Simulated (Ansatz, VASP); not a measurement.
# Two plane-wave programs on BN

```
CELL_PARAMETERS angstrom
0.02088 1.78394 1.78394
1.78394 0.02088 1.78394
1.78394 1.78394 0.02088
ATOMIC_POSITIONS crystal
B 0.00022 0.00022 0.00022
N 0.24978 0.24978 0.24978
```

Change from the starting cell: strained cell.

Alike in both runs: task relaxation of the atoms; functional LDA; k mesh 9 × 9 × 9; occupations gaussian, width 0.02 eV; no spin polarisation.

```csv
,VASP,Ansatz
version,VASP 6.6.1,Ansatz 0.2.0
potentials or method,"VASP PAW LDA potentials, release 64 (B, N), cutoff 520 eV","scalar-relativistic, plane waves, PAW"
valence electrons in the cell,8,8
```

```tsv
	VASP	Ansatz	Ansatz less VASP
gap on the k mesh at the Fermi level, each at its own relaxed structure (eV)	4.52	4.53	+0.012
```

Ansatz warns that its potentials were made for another functional, while VASP's fit it. LDA's correlation is that of Perdew and Zunger in VASP and of Perdew and Wang (1992) in Ansatz. Ansatz's warnings: stress scf threshold loose.
